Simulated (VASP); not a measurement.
# V (Im-3m) in VASP: further runs

Runs on V. Level: LDA. Tasks: single point.

Everything below comes from runs of VASP 6.6.1. Logs are shortened: lines on timing, memory, paths and dates and some standing lists are left out, and cuts for length are marked.

### 1 The cell of the first run

Symmetry: Im-3m, No. 229, cubic system. The conventional cell has a = 2.927 Å, b = 2.927 Å, c = 2.927 Å, α = 90.00°, β = 90.00°, γ = 90.00°. V (site symmetry m-3m) has 14 V at 2.54 to 2.93 Å within 3.3 Å.

### 2 Single point, LDA

The input, INCAR:

```
PREC = Accurate
ENCUT = 520
EDIFF = 1E-6
ISMEAR = 1
SIGMA = 0.3
LREAL = False
LASPH = True
NELM = 100
ALGO = Normal
ISIF = 2
LWAVE = False
LCHARG = False
NBANDS = 12
```

The input, KPOINTS:

```
regular mesh
0
Gamma
  15 15 15
```

The input, POSCAR:

```
V
1.0
   -1.4636513664      1.4636513664      1.4636513664
    1.4636513664     -1.4636513664      1.4636513664
    1.4636513664      1.4636513664     -1.4636513664
V
1
Direct
    0.0000000000      0.0000000000      0.0000000000
```

Potentials or basis: VASP PAW LDA potentials, release 64 (V_sv).

Run with:

```bash
$ cat potpaw_LDA.64/V_sv/POTCAR > POTCAR
$ mpirun -np 1 vasp_std > vasp.out
```

OUTCAR:

```text
PREC = Accurate
   ENCUT = 520
   EDIFF = 1E-6
   ISMEAR = 1
   LREAL = False
   LASPH = True
   NELM = 100
   ISIF = 2

 ion  position               nearest neighbor table
   1  0.000  0.000  0.000-

  LATTYP: Found a body centered cubic cell.
 ALAT       =     2.9273027328

  Lattice vectors:

 A1 = (  -1.4636513664,   1.4636513664,   1.4636513664)
 A2 = (   1.4636513664,  -1.4636513664,   1.4636513664)
 A3 = (   1.4636513664,   1.4636513664,  -1.4636513664)

Analysis of symmetry for initial positions (statically):
=====================================================================
 Subroutine PRICEL returns:
 Original cell was already a primitive cell.

 Routine SETGRP: Setting up the symmetry group for a
 body centered cubic supercell.

 Subroutine GETGRP returns: Found 48 space group operations
 (whereof 48 operations were pure point group operations)
 out of a pool of 48 trial point group operations.

The static configuration has the point symmetry O_h .

Analysis of symmetry for dynamics (positions and initial velocities):
=====================================================================
 Subroutine PRICEL returns:
 Original cell was already a primitive cell.

 Routine SETGRP: Setting up the symmetry group for a
 body centered cubic supercell.

 Subroutine GETGRP returns: Found 48 space group operations
 (whereof 48 operations were pure point group operations)
 out of a pool of 48 trial point group operations.

The dynamic configuration has the point symmetry O_h .

 Subroutine INISYM returns: Found 48 space group operations
 (whereof 48 operations are pure point group operations),
 and found     1 'primitive' translations

----------------------------------------------------------------------------------------

                                     Primitive cell

  volume of cell :      12.5422

  direct lattice vectors                    reciprocal lattice vectors
    -1.463651366  1.463651366  1.463651366     0.000000000  0.341611405  0.341611405
     1.463651366 -1.463651366  1.463651366     0.341611405  0.000000000  0.341611405
     1.463651366  1.463651366 -1.463651366     0.341611405  0.341611405  0.000000000

  length of vectors
     2.535118531  2.535118531  2.535118531     0.483111482  0.483111482  0.483111482

  position of ions in fractional coordinates (direct lattice)
     0.000000000  0.000000000  0.000000000

  ion indices of the primitive-cell ions
   primitive index   ion index
                 1           1

----------------------------------------------------------------------------------------

 KPOINTS: regular mesh

Automatic generation of k-mesh.
 Grid dimensions read from file:
 generate k-points for:   15   15   15

 Generating k-lattice:

  Cartesian coordinates                     Fractional coordinates (reciprocal lattice)
     0.000000000  0.022774094  0.022774094     0.066666667  0.000000000  0.000000000
     0.022774094  0.000000000  0.022774094     0.000000000  0.066666667  0.000000000
     0.022774094  0.022774094  0.000000000     0.000000000  0.000000000  0.066666667

  Length of vectors
     0.032207432  0.032207432  0.032207432

  Shift w.r.t. Gamma in fractional coordinates (k-lattice)
     0.000000000  0.000000000  0.000000000

 Subroutine IBZKPT returns following result:
 ===========================================

 Found    120 irreducible k-points:

 Following reciprocal coordinates:
            Coordinates               Weight
  0.000000  0.000000  0.000000      1.000000
  0.066667  0.000000  0.000000     12.000000
  0.133333  0.000000  0.000000     12.000000
  0.200000  0.000000  0.000000     12.000000
  0.266667  0.000000  0.000000     12.000000
  0.333333  0.000000  0.000000     12.000000
[... 16 lines left out ...]
  0.333333  0.200000  0.000000     48.000000
  0.400000  0.200000  0.000000     24.000000
 [... further k-points ...]
   k-points           NKPTS =    120   k-points in BZ     NKDIM =    120   number of bands    NBANDS=     12
   number of dos      NEDOS =    301   number of ions     NIONS =      1
   total plane-waves  NPLWV =   8000
   dimension x,y,z NGX =    20 NGY =   20 NGZ =   20
   dimension x,y,z NGXF=    40 NGYF=   40 NGZF=   40
   ions per type =               1
   NGX,Y,Z   is equivalent  to a cutoff of  13.12, 13.12, 13.12 a.u.
   NGXF,Y,Z  is equivalent  to a cutoff of  26.23, 26.23, 26.23 a.u.
 SYSTEM =  unknown system
   PREC   = accura    normal or accurate (medium, high low for compatibility)
   ISTART =      0    job   : 0-new  1-cont  2-samecut
   ICHARG =      2    charge: 1-file 2-atom 10-const
   ISPIN  =      1    spin polarized calculation?
   LNONCOLLINEAR =      F non collinear calculations
   LSORBIT =      F    spin-orbit coupling
   LASPH  =      T    aspherical Exc in radial PAW
   ENCUT  =  520.0 eV  38.22 Ry    6.18 a.u.   4.71  4.71  4.71*2*pi/ulx,y,z
   NELM   =    100;   NELMIN=  2; NELMDL= -5     # of ELM steps
   EDIFF  = 0.1E-05   stopping-criterion for ELM
   LREAL  =      F    real-space projection
   EDIFFG = 0.1E-04   stopping-criterion for IOM
   NSW    =      0    number of steps for IOM
   IBRION =     -1    ionic relax: 0-MD 1-quasi-New 2-CG
   NFREE  =      0    steps in history (QN), initial steepest desc. (CG)
   ISIF   =      2    stress and relaxation
   ISYM   =      2    0-nonsym 1-usesym 2-fastsym
   POTIM  = 0.5000    time-step for ionic-motion
   TEBEG  =    0.0;   TEEND  =   0.0 temperature during run
   PSTRESS=    0.0 pullay stress
   NELECT =      13.0000    total number of electrons
   NUPDOWN=      -1.0000    fix difference up-down
   EMIN   =  10.00;   EMAX   =-10.00  energy-range for DOS
   EFERMI =   0.00;   METHOD = LEGACY
   ISMEAR =     1;   SIGMA  =   0.30  broadening in eV -4-tet -1-fermi 0-gaus
   EFERMI_NEDOS =   21; number of points for ismear=-14 and -15
   IALGO  =     38    algorithm
   IMIX   =      4    mixing-type and parameters
     AMIX     =   0.40;   BMIX     =  1.00
     AMIX_MAG =   1.60;   BMIX_MAG =  1.00
  volume/ion in A,a.u.               =      12.54        84.64
  Fermi-wavevector in a.u.,A,eV,Ry     =   1.656781  3.130861 37.346926  2.744922
  Thomas-Fermi vector in A             =   2.744646
   LORBIT       =      0    0 simple, 1 ext, 2 COOP (PROOUT), +10 PAW based schemes
   GGA     = CA    functional components
   LHFCALC =     F    Hartree Fock is set to
   AEXX    =    0.0000 exact exchange contribution
   IVDW    =     0    specifies the selected vdW correction
   LEPSILON=     F    determine dielectric tensor
   LRPA    =     F    only Hartree local field effects (RPA)
 non-spin polarized calculation
 Methfessel and Paxton  Order N= 1 SIGMA  =   0.30
  energy-cutoff  :      520.00
  volume of cell :       12.54
 maximum number of plane-waves:       366
   NGX =  9   NGY =  9   NGZ =  9

 number of electron      13.0000011 magnetization

 Free energy of the ion-electron system (eV)
  ---------------------------------------------------
  ext. energy  EPLUGINS =         0.00000000
  ---------------------------------------------------
  free energy    TOTEN  =        -9.95100954 eV

  energy without entropy =       -9.95007104  energy(sigma->0) =       -9.95069671

 E-fermi :  10.4138     XC(G=0): -13.6234

 val. band max:       10.3857895255   @ k =   0.0667   0.0667   0.0667
 cond. band min:      10.4234418949   @ k =   0.4000   0.2000   0.0000
 fundamental gap:      0.0376523694
 Fermi energy:        10.4138006804

 k-point     1 :       0.0000    0.0000    0.0000
  band No.  band energies     occupation
      1     -52.4853      2.00000
      2     -26.0540      2.00000
      3     -26.0540      2.00000
      4     -26.0540      2.00000
      5       3.7521      2.00000
      6      10.8014     -0.06965
      7      10.8014     -0.06965
      8      10.8014     -0.06965
      9      12.9842     -0.00000
     10      12.9842     -0.00000
     11      31.5009      0.00000
     12      31.5009      0.00000

 k-point     2 :       0.0667    0.0000    0.0000
  band No.  band energies     occupation
      1     -52.4736      2.00000
      2     -26.1067      2.00000
      3     -26.0698      2.00000
      4     -26.0545      2.00000
      5       3.9444      2.00000
      6      10.7163     -0.05194
      7      10.7833     -0.07090
      8      10.9434     -0.03160
      9      12.8856     -0.00000
     10      12.9896     -0.00000
     11      31.2478      0.00000
     12      31.4918      0.00000

 k-point     3 :       0.1333    0.0000    0.0000
  band No.  band energies     occupation
      1     -52.4405      2.00000
      2     -26.2542      2.00000
      3     -26.1142      2.00000
      4     -26.0558      2.00000
      5       4.4946      2.00000
      6      10.4828      0.62192
      7      10.6932     -0.03288
      8      11.3568     -0.00008
      9      12.6883     -0.00000
     10      13.0103     -0.00000
     11      30.4224      0.00000
     12      31.2730      0.00000
[... 286 lines left out ...]
 k-point    23 :       0.3333    0.2000    0.0000
  band No.  band energies     occupation
      1     -52.1981      2.00000
      2     -27.0494      2.00000
      3     -26.5483      2.00000
      4     -26.1677      2.00000
      5       7.9364      2.00000
      6       9.2023      2.00000
      7      10.2756      1.69540
      8      12.8802     -0.00000
      9      13.6040     -0.00000
     10      16.7992      0.00000
     11      22.2305      0.00000
     12      24.8799      0.00000

 k-point    24 :       0.4000    0.2000    0.0000
  band No.  band energies     occupation
      1     -52.1883      2.00000
      2     -27.0683      2.00000
      3     -26.5794      2.00000
      4     -26.1701      2.00000
      5       7.9117      2.00000
      6       9.1979      2.00000
      7      10.4234      0.94564
      8      12.9476     -0.00000
      9      13.6617     -0.00000
     10      17.4181      0.00000
     11      21.3404      0.00000
     12      24.6633      0.00000

 [... further k-points ...]

------------------------ aborting loop because EDIFF is reached ----------------------------------------

  FORCE on cell =-STRESS in cart. coord.  units (eV):
  Direction    XX          YY          ZZ          XY          YZ          ZX
  --------------------------------------------------------------------------------------
  -------------------------------------------------------------------------------------
  Total        0.0105125      0.0105125      0.0105125      0.0000000      0.0000000     -0.0000000
  in kB        1.3429040      1.3429040      1.3429040      0.0000000      0.0000000     -0.0000000
  external PRESSURE =       1.3429040 kB  Pullay stress =       0.0000000 kB

 VOLUME and BASIS-vectors are now :
 -----------------------------------------------------------------------------
  energy-cutoff  :      520.00
  volume of cell :       12.54
      direct lattice vectors                 reciprocal lattice vectors
    -1.463651366  1.463651366  1.463651366     0.000000000  0.341611405  0.341611405
     1.463651366 -1.463651366  1.463651366     0.341611405  0.000000000  0.341611405
     1.463651366  1.463651366 -1.463651366     0.341611405  0.341611405  0.000000000

 POSITION                                       TOTAL-FORCE (eV/Angst)
 -----------------------------------------------------------------------------------
      0.00000      0.00000      0.00000        -0.000000     -0.000000      0.000000
 -----------------------------------------------------------------------------------
    total drift:                                0.000000     -0.000000      0.000000

  FREE ENERGIE OF THE ION-ELECTRON SYSTEM (eV)
  ---------------------------------------------------
  free  energy   TOTEN  =        -9.9510095438 eV

  energy  without entropy=       -9.9500710351  energy(sigma->0) =       -9.95069671
```

Run time: 20 s. Hardware: 1 thread of Intel Xeon 8259CL, shared host; peak memory 0.13 GiB.

What came out:

```yaml
Free_energy: -9.9510 eV
Pressure: 0.1 GPa
```

Levels at points of the mesh, in eV from the Fermi level:
```
           k point  band 4  band 5  band 6  band 7  band 8  band 9
(0.00, 0.00, 0.00)  -36.47   -6.66    0.39    0.39    0.39    2.57
```

### 3 Single point, LDA

The input, INCAR:

```
PREC = Accurate ; ENCUT = 520
EDIFF = 1E-7 ; ISMEAR = 1
SIGMA = 0.6 ; LREAL = False
LASPH = True ; NELM = 60
ALGO = Normal ; ISIF = 2
LWAVE = False ; LCHARG = True
GGA = CA ; LELF = True
LVHAR = True ; NBANDS = 12
```

KPOINTS is that of step 2.

POSCAR is that of step 2.

Potentials or basis: VASP PAW LDA potentials, release 64 (V_sv).

Run with:

```bash
$ cat potpaw_LDA.64/V_sv/POTCAR > POTCAR
$ mpirun -np 1 vasp_std > vasp.out
```

Run time: 21 s. Hardware: 1 thread of Intel Xeon 8259CL, shared host; peak memory 0.13 GiB.

It converged, with:

```yaml
Free_energy: -9.9586 eV
Pressure: 0.3 GPa
```

Levels at points of the mesh, in eV from the Fermi level:
```
           k point  band 2  band 3  band 4  band 5  band 6  band 7  band 8  band 9  band 10  band 11
(0.00, 0.00, 0.00)  -36.48  -36.48  -36.48   -6.68    0.38    0.38    0.38    2.56     2.56    21.07
```

### 4 Single point, LDA

The input, INCAR:

```
SYSTEM = V
PREC = Accurate ; ENCUT = 520
EDIFF = 1E-6 ; ISMEAR = 1
SIGMA = 1.0 ; LREAL = .FALSE.
LASPH = .TRUE. ; NELM = 100
ALGO = Normal ; ISIF = 2
LWAVE = .FALSE. ; LCHARG = .FALSE.
GGA = CA ; NBANDS = 12
```

The input, KPOINTS:

```
Automatic mesh
0
G
  15 15 15
  0 0 0
```

POSCAR is that of step 3.

Run with:

```bash
$ cat potpaw_LDA.64/V_sv/POTCAR > POTCAR
$ mpirun -np 1 vasp_std > vasp.out
```

It took 21 s on 1 thread of Intel Xeon 8259CL, shared host; peak memory 0.13 GiB.

The run converged. Its results:

```
Free energy : -9.9745 eV
Pressure    : 0.2 GPa
```

Levels at points of the mesh, in eV from the Fermi level:
```
           k point  band 4  band 5  band 6  band 7  band 8  band 9  band 10  band 11
(0.00, 0.00, 0.00)  -36.53   -6.73    0.33    0.33    0.33    2.51     2.51    21.02
```

### 5 Overview

```tsv
smearing	gap on the mesh (eV)	pressure (GPa)
methfessel-paxton 0.3 eV	none	0.1
methfessel-paxton 0.6 eV	none	0.3
methfessel-paxton 1 eV	none	0.2
```

Alike in all rows: task single point; level LDA; potentials or basis VASP PAW LDA potentials, release 64 (V_sv); no spin polarisation; cell as given; k mesh 15 × 15 × 15; cutoff (eV) 520.

Every run on the cell as given and a fine mesh finds a metal.

Absolute energies hang on the potentials; compare differences alone.
